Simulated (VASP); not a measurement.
## Hf: single point with PBE

Hf:

```
CELL_PARAMETERS angstrom
3.18083 0.00000 0.00000
-1.59042 2.75468 0.00000
0.00000 0.00000 5.10838
ATOMIC_POSITIONS crystal
Hf 0.33333 0.66667 0.25000
Hf 0.66667 0.33333 0.75000
```

This cell differs from its parent crystal: z stretched by +1 % at fixed volume.

```json
{
  "Program": "VASP 6.6.1",
  "Task": "single point",
  "Functional": "PBE",
  "Potentials or basis": "VASP PAW PBE potentials, release 64 (Hf_pv)",
  "Cutoff": "500 eV",
  "k mesh": "13 × 13 × 7",
  "Occupations": "fermi-dirac, width 0.05 eV",
  "Spin": "no spin polarisation"
}
```

| Item | Value |
| --- | --- |
| Pressure | 0.3 GPa |
| Band gap on the k mesh | zero (bands 10 and 11 overlap by 1.60 eV) |

Stress tensor (GPa, compression positive):
```
 1.00  0.00  0.00
 0.00  1.00  0.00
 0.00  0.00 -1.10
```

Levels at points of the mesh, in eV from the Fermi level:
| k point | band 7 | band 8 | band 9 | band 10 | band 11 | band 12 | band 13 | band 14 |
| --- | --- | --- | --- | --- | --- | --- | --- | --- |
| (0.00, 0.00, 0.00) | -7.37 | -3.74 | 0.52 | 1.22 | 1.22 | 1.32 | 2.00 | 2.00 |

Wall time 37 s on 1 thread of AMD EPYC 9R45 96-Core Processor (Zen 5), with other jobs on the host, peak memory 0.16 GiB.

Caveat: spin-orbit coupling is left out, which moves the levels of the heavy elements.
